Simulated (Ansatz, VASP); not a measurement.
## Ag: VASP beside Ansatz

INCAR

```
SYSTEM = Ag
ALGO = Fast
EDIFF = 1E-6
ENCUT = 520
GGA = PS
ISIF = 2
ISMEAR = 0
LASPH = .True.
LCHARG = .False.
LREAL = .False.
LWAVE = .False.
NBANDS = 12
NELM = 100
PREC = Accurate
SIGMA = 0.15
```

Contents of KPOINTS:

```
k-points
0
Gamma
  20 20 20
  0 0 0
```

POSCAR

```
Ag
1.0
   -1.6142626500      1.6142626500      1.5728713000
    1.6142626500     -1.6142626500      1.5728713000
    1.6142626500      1.6142626500     -1.5728713000
Ag
1
Direct
    0.0000000000      0.0000000000      0.0000000000
```

Input for Ansatz:

```yaml
crystal:
  lattice:
    - [-1.61426265, 1.61426265, 1.5728713]
    - [1.61426265, -1.61426265, 1.5728713]
    - [1.61426265, 1.61426265, -1.5728713]
  atoms:
    - { symbol: Ag, position: [0.0, 0.0, 0.0] }
basis:
  ecutwfc: 420
kpoints:
  mp_grid: { grid: [20, 20, 20] }
hamiltonian:
  xc: pbesol
scf:
  occupations: { method: gaussian, width: 0.15 }
output:
  forces: true
  stress: true
  eigenvalues: true
```

Change from the starting cell: strain -0.025 along x and y, -0.050 along z, atoms carried along.

Alike in both runs: task single point; functional PBEsol; k mesh 20 × 20 × 20; occupations gaussian, width 0.15 eV; no spin polarisation.

```csv
,VASP,Ansatz
version,VASP 6.6.1,Ansatz 0.2.0
potentials or method,"VASP PAW PBE potentials, release 64 (Ag), cutoff 520 eV","scalar-relativistic, plane waves, PAW"
valence electrons in the cell,11,19
```

```tsv
	VASP	Ansatz	Ansatz less VASP
gap on the k mesh at the Fermi level (eV)	none	none	-
pressure (GPa)	2.7	2.8	+0.12
traceless stress, the component that is largest in VASP (GPa)	-0.53	-0.52	+0.003
```

VASP's potentials were made for PBE, not for PBEsol. A gap of «none» marks a metal or a gap that the smearing closes. VASP's potentials hold 11 valence electrons a cell and Ansatz's 19, so a difference there can come from the potentials and not from the codes.
